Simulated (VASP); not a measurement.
Wanted: the native input for a VASP 6.6.1 run.

```
Task                   : single point
Functional             : PBE
Potentials or basis    : VASP PAW PBE potentials, release 64 (Hg, Se)
Cutoff                 : 520 eV
k mesh                 : 4 × 4 × 4
Occupations            : gaussian, width 0.1 eV
Spin                   : no spin polarisation
Dipole correction      : no
Further INCAR settings : ALGO = Normal; EDIFF = 1e-06; NBANDS = 29
```

The structure of Hg2Se3 lies in POSCAR:

```
Hg2Se3
1.0
    5.3046904551      0.0000000000      0.0000000000
    0.0000000000      5.3046904551      0.0000000000
    0.0000000000      0.0000000000      5.3046904551
Hg Se
2 3
Direct
    0.5000000000      0.5000000000      0.5000000000
    0.0000000000      0.0000000000      0.0000000000
    0.5000000000      0.0000000000      0.0000000000
    0.0000000000      0.5000000000      0.0000000000
    0.0000000000      0.0000000000      0.5000000000
```

These files were run (other wordings do the same):

INCAR

```
SYSTEM = Hg2Se3
PREC = Accurate
ENCUT = 520
EDIFF = 1E-6
ISMEAR = 0
SIGMA = 0.1
LREAL = .False.
LASPH = .True.
NELM = 80
ALGO = Normal
ISIF = 2
LWAVE = .False.
LCHARG = .False.
GGA = PE
NBANDS = 29
```

KPOINTS

```
regular mesh
0
Gamma
  4 4 4
  0 0 0
```

Potentials or basis: VASP PAW PBE potentials, release 64 (Hg, Se).

Command:

```bash
$ cat potpaw_PBE.64/Hg/POTCAR potpaw_PBE.64/Se/POTCAR > POTCAR
$ mpirun -np 1 vasp_std > vasp.out
```

Results of the run:

```json
{
 "Pressure": "0.5 GPa",
 "Band gap on the k mesh": "zero (band 21 reaches 1.28 eV, above the bottom of band 22 at 0.43 eV)"
}
```

Caveat: spin-orbit coupling is left out, which moves the levels of the heavy elements.

It took 83 s on 1 thread of Intel Xeon 6975P-C (shared host), peak memory 0.25 GiB.
